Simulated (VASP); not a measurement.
Runs of VASP 6.6.1 on O. The structure is that of space group P4/mmm (No. 123), or close to it. The cells are those of the table. 

| cell | gap on the mesh (eV) | pressure (GPa) |
| --- | --- | --- |
| a = 1.787, b = 1.787, c = 3.073 Å, 1 atom | none | -2.7 |
| a = 1.799, b = 1.799, c = 3.093 Å, 1 atom | none | (a) |
| a = 1.739, b = 1.739, c = 2.991 Å, 1 atom | none | 9.6 |
| a = 1.810, b = 1.810, c = 3.113 Å, 1 atom | none | -7.2 |
| a = 1.776, b = 1.776, c = 3.053 Å, 1 atom | none | (b) |

Alike in all rows: task single point; level PBEsol; potentials or basis VASP PAW PBE potentials, release 64 (O); no spin polarisation; k mesh 16 × 16 × 9; cutoff (eV) 520; smearing fermi-dirac 0.1 eV.

Q: Fill in the values left out.

A: (a) -5.0; (b) 0.0.

Caveats: the PAW data sets were made with another functional, which shifts forces and pressure a little.

A gap of «none» marks levels without a gap at the run's occupations.
